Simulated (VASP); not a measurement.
# RbBr (Pmm2) in VASP: further runs

Runs on RbBr. Level: PBE. Tasks: single point.

Everything below comes from runs of VASP 6.6.1. Logs are shortened: lines on timing, memory, paths and dates and some standing lists are left out, and cuts for length are marked.

### Step 1. The cell of the first run

Symmetry: Pmm2, No. 25, orthorhombic system. The conventional cell has a = 4.193 Å, b = 4.249 Å, c = 4.249 Å, α = 90.00°, β = 90.00°, γ = 90.00°. Rb (site symmetry mm2) has 8 Br at 3.26 to 4.19 Å and 6 Rb at 4.19 to 4.25 Å within 4.3 Å. Within 4.3 Å of Br (site symmetry mm2) lie 8 Rb at 3.26 to 4.19 Å and 6 Br at 4.19 to 4.25 Å.

### Step 2. Single point, PBE (atoms displaced along a vibrational mode, the cell strained)

Contents of INCAR:

```
PREC = Accurate
ENCUT = 520
EDIFF = 1E-6
ISMEAR = 0
SIGMA = 0.05
LREAL = False
LASPH = True
NELM = 100
ALGO = Normal
ISIF = 2
LWAVE = False
LCHARG = False
GGA = PE
NBANDS = 15
```

Contents of KPOINTS:

```
Automatic mesh
0
Gamma
  6 6 6
```

Contents of POSCAR:

```
RbBr
1.0
    4.2486677011      0.0000000000      0.0000000000
    0.0000000000      4.2486677011      0.0000000000
    0.0000000000      0.0000000000      4.1929021031
Rb Br
1 1
Direct
   -0.0925781756      0.0000000000      0.0000000000
    0.5990244918      0.5000000000      0.5000000000
```

Potentials or basis: VASP PAW PBE potentials, release 64 (Rb_sv, Br).

On the command line:

```
$ cat potpaw_PBE.64/Rb_sv/POTCAR potpaw_PBE.64/Br/POTCAR > POTCAR
$ mpirun -np 1 vasp_std > vasp.out
```

OUTCAR:

```text
PREC = Accurate
   ENCUT = 520
   EDIFF = 1E-6
   ISMEAR = 0
   LREAL = False
   LASPH = True
   NELM = 100
   ISIF = 2
   GGA = PE

 ion  position               nearest neighbor table
   1  0.907  0.000  0.000-   2 3.26   2 3.26   2 3.26   2 3.26   2 4.19   2 4.19   2 4.19   2 4.19

   2  0.599  0.500  0.500-   1 3.26   1 3.26   1 3.26   1 3.26   1 4.19   1 4.19   1 4.19   1 4.19

  LATTYP: Found a simple tetragonal cell.
 ALAT       =     4.2486677011
 C/A-ratio  =     0.9868745682

  Lattice vectors:

 A1 = (   4.2486677011,   0.0000000000,   0.0000000000)
 A2 = (   0.0000000000,   4.2486677011,   0.0000000000)
 A3 = (   0.0000000000,   0.0000000000,   4.1929021031)

Analysis of symmetry for initial positions (statically):
=====================================================================
 Subroutine PRICEL returns:
 Original cell was already a primitive cell.

 Routine SETGRP: Setting up the symmetry group for a
 simple tetragonal supercell.

 Subroutine GETGRP returns: Found  4 space group operations
 (whereof  4 operations were pure point group operations)
 out of a pool of 16 trial point group operations.

The static configuration has the point symmetry C_2v.

Analysis of symmetry for dynamics (positions and initial velocities):
=====================================================================
 Subroutine PRICEL returns:
 Original cell was already a primitive cell.

 Routine SETGRP: Setting up the symmetry group for a
 simple tetragonal supercell.

 Subroutine GETGRP returns: Found  4 space group operations
 (whereof  4 operations were pure point group operations)
 out of a pool of 16 trial point group operations.

The dynamic configuration has the point symmetry C_2v.

 Subroutine INISYM returns: Found  4 space group operations
 (whereof  4 operations are pure point group operations),
 and found     1 'primitive' translations

----------------------------------------------------------------------------------------

                                     Primitive cell

  volume of cell :      75.6868

  direct lattice vectors                    reciprocal lattice vectors
     4.248667701  0.000000000  0.000000000     0.235367901  0.000000000  0.000000000
     0.000000000  4.248667701  0.000000000     0.000000000  0.235367901  0.000000000
     0.000000000  0.000000000  4.192902103     0.000000000  0.000000000  0.238498294

  length of vectors
     4.248667701  4.248667701  4.192902103     0.235367901  0.235367901  0.238498294

  position of ions in fractional coordinates (direct lattice)
     0.907421824  0.000000000  0.000000000
     0.599024492  0.500000000  0.500000000

  ion indices of the primitive-cell ions
   primitive index   ion index
                 1           1
                 2           2

----------------------------------------------------------------------------------------

 KPOINTS: Automatic mesh

Automatic generation of k-mesh.
 Grid dimensions read from file:
 generate k-points for:    6    6    6

 Generating k-lattice:

  Cartesian coordinates                     Fractional coordinates (reciprocal lattice)
     0.039227984  0.000000000  0.000000000     0.166666667  0.000000000  0.000000000
     0.000000000  0.039227984  0.000000000     0.000000000  0.166666667  0.000000000
     0.000000000  0.000000000  0.039749716     0.000000000  0.000000000  0.166666667

  Length of vectors
     0.039227984  0.039227984  0.039749716

  Shift w.r.t. Gamma in fractional coordinates (k-lattice)
     0.000000000  0.000000000  0.000000000

 Subroutine IBZKPT returns following result:
 ===========================================

 Found     64 irreducible k-points:

 Following reciprocal coordinates:
            Coordinates               Weight
  0.000000  0.000000  0.000000      1.000000
  0.166667  0.000000  0.000000      2.000000
  0.000000  0.166667  0.000000      2.000000
  0.333333  0.000000  0.000000      2.000000
  0.000000  0.333333  0.000000      2.000000
  0.500000  0.000000  0.000000      1.000000
[... 16 lines left out ...]
  0.000000  0.500000  0.166667      2.000000
  0.166667  0.166667  0.166667      8.000000
 [... further k-points ...]
   k-points           NKPTS =     64   k-points in BZ     NKDIM =     64   number of bands    NBANDS=     15
   number of dos      NEDOS =    301   number of ions     NIONS =      2
   total plane-waves  NPLWV =  32768
   dimension x,y,z NGX =    32 NGY =   32 NGZ =   32
   dimension x,y,z NGXF=    64 NGYF=   64 NGZF=   64
   ions per type =               1   1
   NGX,Y,Z   is equivalent  to a cutoff of  12.52, 12.52, 12.69 a.u.
   NGXF,Y,Z  is equivalent  to a cutoff of  25.04, 25.04, 25.38 a.u.
 SYSTEM =  unknown system
   PREC   = accura    normal or accurate (medium, high low for compatibility)
   ISTART =      0    job   : 0-new  1-cont  2-samecut
   ICHARG =      2    charge: 1-file 2-atom 10-const
   ISPIN  =      1    spin polarized calculation?
   LNONCOLLINEAR =      F non collinear calculations
   LSORBIT =      F    spin-orbit coupling
   LASPH  =      T    aspherical Exc in radial PAW
   ENCUT  =  520.0 eV  38.22 Ry    6.18 a.u.   7.90  7.90  7.80*2*pi/ulx,y,z
   NELM   =    100;   NELMIN=  2; NELMDL= -5     # of ELM steps
   EDIFF  = 0.1E-05   stopping-criterion for ELM
   LREAL  =      F    real-space projection
[... 7 lines left out ...]
   TEBEG  =    0.0;   TEEND  =   0.0 temperature during run
   PSTRESS=    0.0 pullay stress
   NELECT =      16.0000    total number of electrons
   NUPDOWN=      -1.0000    fix difference up-down
   EMIN   =  10.00;   EMAX   =-10.00  energy-range for DOS
   EFERMI =   0.00;   METHOD = LEGACY
   ISMEAR =     0;   SIGMA  =   0.05  broadening in eV -4-tet -1-fermi 0-gaus
   EFERMI_NEDOS =   21; number of points for ismear=-14 and -15
   IALGO  =     38    algorithm
   IMIX   =      4    mixing-type and parameters
     AMIX     =   0.40;   BMIX     =  1.00
     AMIX_MAG =   1.60;   BMIX_MAG =  1.00
  volume/ion in A,a.u.               =      37.84       255.38
  Fermi-wavevector in a.u.,A,eV,Ry     =   0.975232  1.842922 12.940202  0.951078
  Thomas-Fermi vector in A             =   2.105755
   LORBIT       =      0    0 simple, 1 ext, 2 COOP (PROOUT), +10 PAW based schemes
   GGA     = PE    functional components
   LHFCALC =     F    Hartree Fock is set to
   AEXX    =    0.0000 exact exchange contribution
   IVDW    =     0    specifies the selected vdW correction
   LEPSILON=     F    determine dielectric tensor
   LRPA    =     F    only Hartree local field effects (RPA)
 non-spin polarized calculation
 Gauss-broadening in eV      SIGMA  =   0.05
  energy-cutoff  :      520.00
  volume of cell :       75.69
 maximum number of plane-waves:      2055
   NGX = 15   NGY = 15   NGZ = 15

 number of electron      16.0000000 magnetization

 Free energy of the ion-electron system (eV)
  ---------------------------------------------------
  ext. energy  EPLUGINS =         0.00000000
  ---------------------------------------------------
  free energy    TOTEN  =        -5.81889230 eV

  energy without entropy =       -5.81889230  energy(sigma->0) =       -5.81889230

 E-fermi :  -0.7891     XC(G=0):  -7.5219

 val. band max:       -1.0803010782   @ k =   0.0000   0.1667   0.5000
 cond. band min:       2.8530844654   @ k =   0.0000   0.0000   0.0000
 fundamental gap:      3.9333855436
 Fermi energy:        -0.7891044506

 k-point     1 :       0.0000    0.0000    0.0000
  band No.  band energies     occupation
      1     -26.0522      2.00000
      2     -13.6263      2.00000
      3     -10.0816      2.00000
      4     -10.0719      2.00000
      5     -10.0681      2.00000
      6      -1.3618      2.00000
      7      -1.2702      2.00000
      8      -1.2129      2.00000
      9       2.8531      0.00000
     10       4.4993      0.00000
     11       5.7630      0.00000
     12       8.3851      0.00000
     13       9.1358      0.00000
     14       9.1684      0.00000
     15       9.2268      0.00000

 k-point     2 :       0.1667    0.0000    0.0000
  band No.  band energies     occupation
      1     -26.0487      2.00000
      2     -13.6180      2.00000
      3     -10.1131      2.00000
      4     -10.0735      2.00000
      5     -10.0640      2.00000
      6      -1.7080      2.00000
      7      -1.2723      2.00000
      8      -1.2134      2.00000
      9       3.4260      0.00000
     10       4.6583      0.00000
     11       6.2231      0.00000
     12       8.4812      0.00000
     13       8.6935      0.00000
     14       8.7858      0.00000
     15       9.2435      0.00000

 k-point     3 :       0.0000    0.1667    0.0000
  band No.  band energies     occupation
      1     -26.0481      2.00000
      2     -13.6375      2.00000
      3     -10.1294      2.00000
      4     -10.0588      2.00000
      5     -10.0271      2.00000
      6      -1.6750      2.00000
      7      -1.3020      2.00000
      8      -1.2641      2.00000
      9       3.4071      0.00000
     10       4.9660      0.00000
     11       5.6687      0.00000
     12       8.2018      0.00000
     13       8.3018      0.00000
     14       9.4238      0.00000
     15       9.7189      0.00000

 k-point     4 :       0.3333    0.0000    0.0000
  band No.  band energies     occupation
      1     -26.0417      2.00000
      2     -13.6022      2.00000
      3     -10.1983      2.00000
      4     -10.0571      2.00000
      5     -10.0482      2.00000
      6      -2.2665      2.00000
      7      -1.2774      2.00000
      8      -1.2153      2.00000
      9       4.7240      0.00000
     10       5.0596      0.00000
     11       6.8977      0.00000
     12       8.1090      0.00000
     13       8.1992      0.00000
     14       8.6970      0.00000
     15       9.2001      0.00000
[... 307 lines left out ...]
 k-point    22 :       0.5000    0.0000    0.1667
  band No.  band energies     occupation
      1     -26.0338      2.00000
      2     -13.5834      2.00000
      3     -10.2915      2.00000
      4     -10.0504      2.00000
      5     -10.0362      2.00000
      6      -2.3917      2.00000
      7      -1.4721      2.00000
      8      -1.2901      2.00000
      9       5.5311      0.00000
     10       5.8968      0.00000
     11       6.2977      0.00000
     12       7.2431      0.00000
     13       7.6354      0.00000
     14       9.1499      0.00000
     15       9.7426      0.00000

 k-point    23 :       0.0000    0.5000    0.1667
  band No.  band energies     occupation
      1     -26.0317      2.00000
      2     -13.6261      2.00000
      3     -10.1324      2.00000
      4     -10.1200      2.00000
      5     -10.0800      2.00000
      6      -2.4098      2.00000
      7      -1.6066      2.00000
      8      -1.0858      2.00000
      9       4.9972      0.00000
     10       5.4312      0.00000
     11       6.7222      0.00000
     12       7.5342      0.00000
     13       8.7258      0.00000
     14       9.0152      0.00000
     15       9.3075      0.00000

 k-point    24 :       0.1667    0.1667    0.1667
  band No.  band energies     occupation
      1     -26.0402      2.00000
      2     -13.6155      2.00000
      3     -10.1580      2.00000
      4     -10.1386      2.00000
      5     -10.0031      2.00000
      6      -1.7595      2.00000
      7      -1.5181      2.00000
      8      -1.4806      2.00000
      9       4.2324      0.00000
     10       5.5417      0.00000
     11       6.1146      0.00000
     12       7.5572      0.00000
     13       8.0224      0.00000
     14       8.7891      0.00000
     15      10.1051      0.00000

 [... further k-points ...]

------------------------ aborting loop because EDIFF is reached ----------------------------------------

  FORCE on cell =-STRESS in cart. coord.  units (eV):
  Direction    XX          YY          ZZ          XY          YZ          ZX
  --------------------------------------------------------------------------------------
  -------------------------------------------------------------------------------------
  Total        0.5340218      1.1213096      1.2553861      0.0000000      0.0000000      0.0000000
  in kB       11.3044462     23.7364563     26.5746546      0.0000000      0.0000000      0.0000000
  external PRESSURE =      20.5385190 kB  Pullay stress =       0.0000000 kB

 VOLUME and BASIS-vectors are now :
 -----------------------------------------------------------------------------
  energy-cutoff  :      520.00
  volume of cell :       75.69
      direct lattice vectors                 reciprocal lattice vectors
     4.248667701  0.000000000  0.000000000     0.235367901  0.000000000  0.000000000
     0.000000000  4.248667701  0.000000000     0.000000000  0.235367901  0.000000000
     0.000000000  0.000000000  4.192902103     0.000000000  0.000000000  0.238498294

 POSITION                                       TOTAL-FORCE (eV/Angst)
 -----------------------------------------------------------------------------------
      3.85533      0.00000      0.00000         0.481959      0.000000      0.000000
      2.54506      2.12433      2.09645        -0.481959      0.000000      0.000000
 -----------------------------------------------------------------------------------
    total drift:                                0.000372     -0.000000      0.000001

  FREE ENERGIE OF THE ION-ELECTRON SYSTEM (eV)
  ---------------------------------------------------
  free  energy   TOTEN  =        -5.8188923000 eV

  energy  without entropy=       -5.8188923000  energy(sigma->0) =       -5.81889230
```

Wall time 16 s (1 thread of Intel Xeon 6975P-C (Granite Rapids), shared host); peak memory 0.22 GiB.

Results:

```
Free energy            : -5.8189 eV
Pressure               : 2.1 GPa
Largest force          : 0.482 eV/Å
Band gap on the k mesh : 3.93 eV (least direct gap 4.07 eV)
```

Forces in eV/Å, atoms in the order of the input:
```
Rb   0.482  0.000  0.000
Br  -0.482  0.000  0.000
```

Levels at points of the mesh, in eV from the valence-band top:
```
           k point  band 4  band 5  band 6  band 7  band 8  band 9  band 10  band 11  band 12  band 13
(0.00, 0.00, 0.00)   -8.99   -8.99   -0.28   -0.19   -0.13    3.93     5.58     6.84     9.47    10.22
(0.50, 0.00, 0.00)   -8.97   -8.96   -1.42   -0.20   -0.14    6.41     6.99     7.59     8.97     9.06
(0.00, 0.50, 0.00)   -8.99   -8.94   -1.49   -0.34   -0.04    6.22     6.46     7.51     7.97    10.02
(0.50, 0.50, 0.00)   -9.06   -8.91   -1.05   -0.92   -0.19    5.54     6.39     8.19     8.62     9.82
(0.00, 0.00, 0.50)   -9.01   -8.94   -1.49   -0.40   -0.03    6.25     6.49     7.63     7.91     9.94
(0.50, 0.00, 0.50)   -9.09   -8.92   -1.07   -0.90   -0.25    5.58     6.30     8.10     8.48     9.97
(0.00, 0.50, 0.50)   -9.26   -8.98   -0.89   -0.86   -0.04    5.58     6.97     8.12     8.17    10.85
(0.50, 0.50, 0.50)   -9.21   -9.21   -1.06   -1.01   -0.99    6.96     6.98     8.39     9.68    10.89
```

Caveat: the cell differs from its parent crystal (atoms displaced along a vibrational mode, the cell strained). A k mesh can miss the band edges.

(Continued in part 2 of 2.)
